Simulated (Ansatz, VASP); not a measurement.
# BeS: VASP beside Ansatz

```
Be S
1.0
     0.00000    2.47082    2.47082
     2.47082    0.00000    2.47082
     2.47082    2.47082    0.00000
Be S
1 1
Direct
  0.00000 0.00000 0.00000
  0.25000 0.25000 0.25000
```

Change from the starting cell: hydrostatic strain +1.5%.

Alike in both runs: task single point; functional HSE06; k mesh 6 × 6 × 6; no spin polarisation.

```csv
,VASP,Ansatz
version,VASP 6.6.1,Ansatz 0.2.0
potentials or method,"VASP PAW PBE potentials, release 64 (Be, S)","plane waves, PAW"
plane-wave cutoff (eV),520,420
occupations,"gaussian, width 0.01 eV",fixed
valence electrons in the cell,8,8
```

```tsv
	VASP	Ansatz	Ansatz less VASP
gap on the k mesh at the Fermi level (eV)	4.17	4.18	+0.008
pressure (GPa)	-5.0	-4.8	+0.11
```

Ansatz's warnings: stress exchange threshold loose, stress scf threshold loose.
